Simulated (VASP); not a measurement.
# NbMoO4 (Cmmm) in VASP: relaxation of cell and atoms with LDA

Aim: the relaxation of cell and atoms of NbMoO4 with LDA.

Program: VASP 6.6.1. These are calculated values, not measurements. Logs are shortened: lines on timing, memory, paths and dates and some standing lists are left out, and cuts for length are marked.

**1. The cell of the first run**

Symmetry: Cmmm, No. 65, orthorhombic system. Conventional cell: a = 6.693 Å, b = 6.779 Å, c = 3.146 Å, α = 90.00°, β = 90.00°, γ = 90.00°. Within 2.7 Å of Nb (site symmetry mmm) lie 6 O at 2.02 to 2.07 Å. Within 2.7 Å of Mo (site symmetry mmm) lie 6 O at 2.05 to 2.06 Å. O (site symmetry 2mm) has 1 Nb at 2.02 Å and 2 Mo at 2.06 Å and 1 O at 2.66 Å within 2.7 Å. Within 2.7 Å of O (site symmetry m2m) lie 1 Mo at 2.05 Å and 2 Nb at 2.07 Å and 1 O at 2.68 Å.

**2. Relaxation of cell and atoms, LDA, collinear spin**

Input file INCAR:

```
PREC = Accurate
ENCUT = 600
EDIFF = 1E-6
ISMEAR = -1
SIGMA = 0.05
LREAL = False
LASPH = True
NELM = 150
ALGO = Normal
ISIF = 3
LWAVE = False
LCHARG = False
ISPIN = 2
MAGMOM = 0 1 0 0 0 0
LORBIT = 11
LMAXMIX = 4
GGA = CA
IBRION = 2
NSW = 80
EDIFFG = -0.03
```

Input file KPOINTS:

```
Automatic mesh
0
Gamma
  5 5 7
```

Input file POSCAR:

```
NbMoO4
1.0
    3.3464705400     -3.3897060400      0.0000000000
    3.3464705400      3.3897060400      0.0000000000
    0.0000000000      0.0000000000      3.1457666100
Nb Mo O
1 1 4
Direct
    0.5000000000      0.5000000000      0.5000000000
    0.0000000000      0.0000000000      0.0000000000
    0.1984087400      0.1984087400      0.5000000000
    0.8015912600      0.8015912600      0.5000000000
    0.6976393100      0.3023606900      0.0000000000
    0.3023606900      0.6976393100      0.0000000000
```

Potentials or basis: VASP PAW LDA potentials, release 64 (Nb_sv, Mo_sv, O).

The run is started by

```console
> cat potpaw_LDA.64/Nb_sv/POTCAR potpaw_LDA.64/Mo_sv/POTCAR potpaw_LDA.64/O/POTCAR > POTCAR
> mpirun -np 1 vasp_std > vasp.out
```

OUTCAR:

```text
PREC = Accurate
   ENCUT = 600
   EDIFF = 1E-6
   ISMEAR = -1
   LREAL = False
   LASPH = True
   NELM = 150
   ISIF = 3
   ISPIN = 2
   LORBIT = 11
   GGA = CA
   IBRION = 2
   NSW = 80
   EDIFFG = -0.03

 ion  position               nearest neighbor table
   1  0.500  0.500  0.500-   3 2.02   4 2.02   5 2.07   6 2.07   5 2.07   6 2.07
   2  0.000  0.000  0.000-   5 2.05   6 2.05   3 2.06   4 2.06   3 2.06   4 2.06
   3  0.198  0.198  0.500-   1 2.02   2 2.06   2 2.06
   4  0.802  0.802  0.500-   1 2.02   2 2.06   2 2.06
   5  0.698  0.302  0.000-   2 2.05   1 2.07   1 2.07
   6  0.302  0.698  0.000-   2 2.05   1 2.07   1 2.07

  LATTYP: Found a base centered orthorhombic cell.
 ALAT       =     6.6929410800
 B/A-ratio  =     1.0129197312
 C/A-ratio  =     0.4700125957

  Lattice vectors:

 A1 = (   3.3464705400,  -3.3897060400,   0.0000000000)
 A2 = (   3.3464705400,   3.3897060400,   0.0000000000)
 A3 = (   0.0000000000,   0.0000000000,   3.1457666100)

Analysis of symmetry for initial positions (statically):
=====================================================================
 Subroutine PRICEL returns:
 Original cell was already a primitive cell.

 Routine SETGRP: Setting up the symmetry group for a
 base centered orthorhombic supercell.

 Subroutine GETGRP returns: Found  8 space group operations
 (whereof  8 operations were pure point group operations)
 out of a pool of  8 trial point group operations.

The static configuration has the point symmetry D_2h.

Analysis of symmetry for dynamics (positions and initial velocities):
=====================================================================
 Subroutine PRICEL returns:
 Original cell was already a primitive cell.

 Routine SETGRP: Setting up the symmetry group for a
 base centered orthorhombic supercell.

 Subroutine GETGRP returns: Found  8 space group operations
 (whereof  8 operations were pure point group operations)
 out of a pool of  8 trial point group operations.

The dynamic configuration has the point symmetry D_2h.

Analysis of structural, dynamic, and magnetic symmetry:
=====================================================================
 Subroutine PRICEL returns:
 Original cell was already a primitive cell.

 Routine SETGRP: Setting up the symmetry group for a
 base centered orthorhombic supercell.

 Subroutine GETGRP returns: Found  8 space group operations
 (whereof  8 operations were pure point group operations)
 out of a pool of  8 trial point group operations.

The overall configuration has the point symmetry D_2h.

 Subroutine INISYM returns: Found  8 space group operations
 (whereof  8 operations are pure point group operations),
 and found     1 'primitive' translations

----------------------------------------------------------------------------------------

                                     Primitive cell

  volume of cell :      71.3683

  direct lattice vectors                    reciprocal lattice vectors
     3.346470540 -3.389706040  0.000000000     0.149411146 -0.147505416  0.000000000
     3.346470540  3.389706040  0.000000000     0.149411146  0.147505416  0.000000000
     0.000000000  0.000000000  3.145766610     0.000000000  0.000000000  0.317887537

  length of vectors
     4.763294250  4.763294250  3.145766610     0.209956039  0.209956039  0.317887537

  position of ions in fractional coordinates (direct lattice)
     0.500000000  0.500000000  0.500000000
     0.000000000  0.000000000  0.000000000
     0.198408740  0.198408740  0.500000000
     0.801591260  0.801591260  0.500000000
     0.697639310  0.302360690  0.000000000
     0.302360690  0.697639310  0.000000000

  ion indices of the primitive-cell ions
   primitive index   ion index
                 1           1
                 2           2
                 3           3
                 4           4
                 5           5
                 6           6

----------------------------------------------------------------------------------------

 KPOINTS: Automatic mesh

[... 48 lines left out ...]
 [... further k-points ...]
   k-points           NKPTS =     36   k-points in BZ     NKDIM =     36   number of bands    NBANDS=     31
   number of dos      NEDOS =    301   number of ions     NIONS =      6
   total plane-waves  NPLWV =  44800
   dimension x,y,z NGX =    40 NGY =   40 NGZ =   28
   dimension x,y,z NGXF=    80 NGYF=   80 NGZF=   56
   ions per type =               1   1   4
   NGX,Y,Z   is equivalent  to a cutoff of  13.96, 13.96, 14.80 a.u.
   NGXF,Y,Z  is equivalent  to a cutoff of  27.92, 27.92, 29.59 a.u.
 SYSTEM =  unknown system
   PREC   = accura    normal or accurate (medium, high low for compatibility)
   ISTART =      0    job   : 0-new  1-cont  2-samecut
   ICHARG =      2    charge: 1-file 2-atom 10-const
   ISPIN  =      2    spin polarized calculation?
   LNONCOLLINEAR =      F non collinear calculations
   LSORBIT =      F    spin-orbit coupling
   LASPH  =      T    aspherical Exc in radial PAW
   ENCUT  =  600.0 eV  44.10 Ry    6.64 a.u.   9.51  9.51  6.28*2*pi/ulx,y,z
   NELM   =    150;   NELMIN=  2; NELMDL= -5     # of ELM steps
   EDIFF  = 0.1E-05   stopping-criterion for ELM
   LREAL  =      F    real-space projection
   EDIFFG = -.3E-01   stopping-criterion for IOM
   NSW    =     80    number of steps for IOM
   IBRION =      2    ionic relax: 0-MD 1-quasi-New 2-CG
   NFREE  =      1    steps in history (QN), initial steepest desc. (CG)
   ISIF   =      3    stress and relaxation
   ISYM   =      2    0-nonsym 1-usesym 2-fastsym
   POTIM  = 0.5000    time-step for ionic-motion
   TEBEG  =    0.0;   TEEND  =   0.0 temperature during run
   PSTRESS=    0.0 pullay stress
   NELECT =      51.0000    total number of electrons
   NUPDOWN=      -1.0000    fix difference up-down
   EMIN   =  10.00;   EMAX   =-10.00  energy-range for DOS
   EFERMI =   0.00;   METHOD = LEGACY
   ISMEAR =    -1;   SIGMA  =   0.05  broadening in eV -4-tet -1-fermi 0-gaus
   EFERMI_NEDOS =   21; number of points for ismear=-14 and -15
   IALGO  =     38    algorithm
   IMIX   =      4    mixing-type and parameters
     AMIX     =   0.40;   BMIX     =  1.00
     AMIX_MAG =   1.60;   BMIX_MAG =  1.00
  volume/ion in A,a.u.               =      11.89        80.27
  Fermi-wavevector in a.u.,A,eV,Ry     =   1.463625  2.765850 29.146361  2.142197
  Thomas-Fermi vector in A             =   2.579697
   LORBIT       =     11    0 simple, 1 ext, 2 COOP (PROOUT), +10 PAW based schemes
   GGA     = CA    functional components
   LHFCALC =     F    Hartree Fock is set to
   AEXX    =    0.0000 exact exchange contribution
   IVDW    =     0    specifies the selected vdW correction
   LEPSILON=     F    determine dielectric tensor
   LRPA    =     F    only Hartree local field effects (RPA)
 conjugate gradient relaxation of ions
 spin polarized calculation
  energy-cutoff  :      600.00
  volume of cell :       71.37
 maximum number of plane-waves:      2401
 NGX is ok and might be reduce to    40
   NGX = 19   NGY = 19   NGZ = 13

--------------------------------------- Ionic step        1  -------------------------------------------

 number of electron      51.0000003 magnetization       0.6663800

 Free energy of the ion-electron system (eV)
  ---------------------------------------------------
  ext. energy  EPLUGINS =         0.00000000
  ---------------------------------------------------
  free energy    TOTEN  =       -59.34307181 eV

  energy without entropy =      -59.30287639  energy(sigma->0) =      -59.32297410

------------------------ aborting loop because EDIFF is reached ----------------------------------------

  FORCE on cell =-STRESS in cart. coord.  units (eV):
  Direction    XX          YY          ZZ          XY          YZ          ZX
  --------------------------------------------------------------------------------------
  -------------------------------------------------------------------------------------
  Total       -2.9333688     -5.9282334    -12.2139945     -0.0000000      0.0000000      0.0000000
  in kB      -65.8524156   -133.0853769   -274.1970416     -0.0000000      0.0000000      0.0000000
  external PRESSURE =    -157.7116114 kB  Pullay stress =       0.0000000 kB
[... 27 lines left out ...]
--------------------------------------- Ionic step        2  -------------------------------------------

 number of electron      50.9999997 magnetization       0.0012775

 E-fermi :  10.0230     XC(G=0): -12.7865

 val. band max:       10.0145727832   @ k =  -0.4000   0.4000   0.1429
 cond. band min:      10.0444834843   @ k =   0.4000  -0.0000   0.2857
 fundamental gap:      0.0299107011
 Fermi energy:        10.0229568530

 spin component 1

 k-point     1 :       0.0000    0.0000    0.0000
  band No.  band energies     occupation
      1     -52.0961      1.00000
      2     -46.2220      1.00000
      3     -26.5911      1.00000
      4     -26.5296      1.00000
      5     -26.3290      1.00000
      6     -22.9075      1.00000
[... 1700 lines left out ...]
  FREE ENERGIE OF THE ION-ELECTRON SYSTEM (eV)
  ---------------------------------------------------
  free  energy   TOTEN  =       -59.6973438068 eV

  energy  without entropy=      -59.6615424440  energy(sigma->0) =      -59.67944313

[... ionic steps 4 to 8 ...]

--------------------------------------- Ionic step        9  -------------------------------------------

 number of electron      50.9999991 magnetization      -0.0000008

 number of electron      50.9999991 magnetization       0.0000004
[... 81 lines left out ...]
 number of electron      50.9999995 magnetization       0.0000001

 number of electron      50.9999995 magnetization      -0.0000001

 Free energy of the ion-electron system (eV)
  ---------------------------------------------------
  ext. energy  EPLUGINS =         0.00000000
  ---------------------------------------------------
  free energy    TOTEN  =       -60.09906204 eV

  energy without entropy =      -60.07429563  energy(sigma->0) =      -60.08667884

 E-fermi :   7.9072     XC(G=0): -12.2421

 val. band max:        7.8672946960   @ k =  -0.2000   0.2000   0.1429
 cond. band min:       7.9511697364   @ k =  -0.4000   0.4000   0.4286
 fundamental gap:      0.0838750404
 Fermi energy:         7.9071907702

 spin component 1

 k-point     1 :       0.0000    0.0000    0.0000
  band No.  band energies     occupation
      1     -54.2722      1.00000
      2     -47.7197      1.00000
      3     -28.7029      1.00000
      4     -28.5778      1.00000
      5     -28.1861      1.00000
      6     -24.2689      1.00000
[... 1660 lines left out ...]
  FREE ENERGIE OF THE ION-ELECTRON SYSTEM (eV)
  ---------------------------------------------------
  free  energy   TOTEN  =       -60.0990620430 eV

  energy  without entropy=      -60.0742956347  energy(sigma->0) =      -60.08667884

 reached required accuracy - stopping structural energy minimisation

 total charge

# of ion       s       p       d       tot
------------------------------------------
    1        2.187   6.111   2.304  10.601
    2        2.326   6.296   3.785  12.408
    3        1.553   3.493   0.000   5.046
    4        1.553   3.493   0.000   5.046
    5        1.554   3.497   0.000   5.051
    6        1.554   3.497   0.000   5.051
--------------------------------------------------
tot         10.726  26.387   6.089  43.202

 magnetization (x)

# of ion       s       p       d       tot
------------------------------------------
    1       -0.000   0.000  -0.000  -0.000
    2       -0.000  -0.000   0.000   0.000
    3        0.000   0.000   0.000   0.000
    4        0.000   0.000   0.000   0.000
    5        0.000   0.000   0.000   0.000
    6        0.000   0.000   0.000   0.000
--------------------------------------------------
tot          0.000   0.000  -0.000  -0.000
```

Run time: 32 min. Hardware: 1 thread of Oxide Virtual Turin-like, shared host; peak memory 0.26 GiB.

What came out:

| Property | Result |
| --- | --- |
| Free energy | -60.0991 eV |
| Relaxed volume | 11.03 Å³/atom |
| Relaxed cell | a = 4.893 Å, b = 4.893 Å, c = 2.766 Å, α = 90.00°, β = 90.00°, γ = 89.92° |
| Space group after relaxing (to 0.1 Å) | Cmmm (No. 65) |
| Energy gained by relaxing | 126.0 meV/atom |
| Ionic steps | 11 |
| Pressure after relaxing | 0.0 GPa |
| Largest force after relaxing | 0.014 eV/Å |
| Net moment | 0.00 μB per cell |
| Valence electrons inside the program's atomic spheres | Nb 10.60; Mo 12.41; O 5.05 |

Forces on the atoms (eV/Å):
```
Nb   0.000  0.000  0.000
Mo   0.000  0.000  0.000
O   -0.014  0.000  0.000
O    0.014  0.000  0.000
O    0.000  0.000  0.000
O    0.000  0.000  0.000
```

The path:
```tsv
step	energy change (eV)	largest force (eV/Å)	pressure (GPa)	volume (Å³)
1	0.0000	0.1317	-15.77	71.37
2	0.4508	2.3841	42.48	59.85
3	-0.3543	0.6905	2.15	66.46
4	-0.3548	0.7156	2.77	66.31
5	-0.5295	0.6503	1.61	66.49
6	-0.6417	0.5440	-0.01	66.63
7	-0.7280	0.3244	-1.80	66.73
8	-0.7373	0.4366	-2.51	66.77
9	-0.7535	0.1232	1.42	65.87
10	-0.7536	0.1316	1.10	65.95
11	-0.7560	0.0140	-0.02	66.20
```

Final structure:
```yaml
crystal:
  lattice:
    - [3.46207, -3.45710, 0.00000]
    - [3.46207, 3.45710, 0.00000]
    - [0.00000, 0.00000, 2.76556]
  atoms:
    - { symbol: Nb, position: [0.50000, 0.50000, 0.50000] }
    - { symbol: Mo, position: [0.00000, 0.00000, 0.00000] }
    - { symbol: O, position: [0.21087, 0.21087, 0.50000] }
    - { symbol: O, position: [0.78913, 0.78913, 0.50000] }
    - { symbol: O, position: [0.71724, 0.28276, 0.00000] }
    - { symbol: O, position: [0.28276, 0.71724, 0.00000] }
```

Levels at points of the mesh, in eV from the Fermi level:
Spin up:
| k point | band 24 | band 25 | band 26 | band 27 | band 28 | band 29 |
| --- | --- | --- | --- | --- | --- | --- |
| (0.00, 0.00, 0.00) | -2.50 | -2.15 | -1.43 | -0.05 | 0.52 | 1.69 |
Spin down:
| k point | band 22 | band 23 | band 24 | band 25 | band 26 | band 27 | band 28 | band 29 | band 30 | band 31 |
| --- | --- | --- | --- | --- | --- | --- | --- | --- | --- | --- |
| (0.00, 0.00, 0.00) | -3.34 | -2.94 | -2.50 | -2.15 | -1.43 | -0.05 | 0.52 | 1.69 | 3.61 | 3.85 |
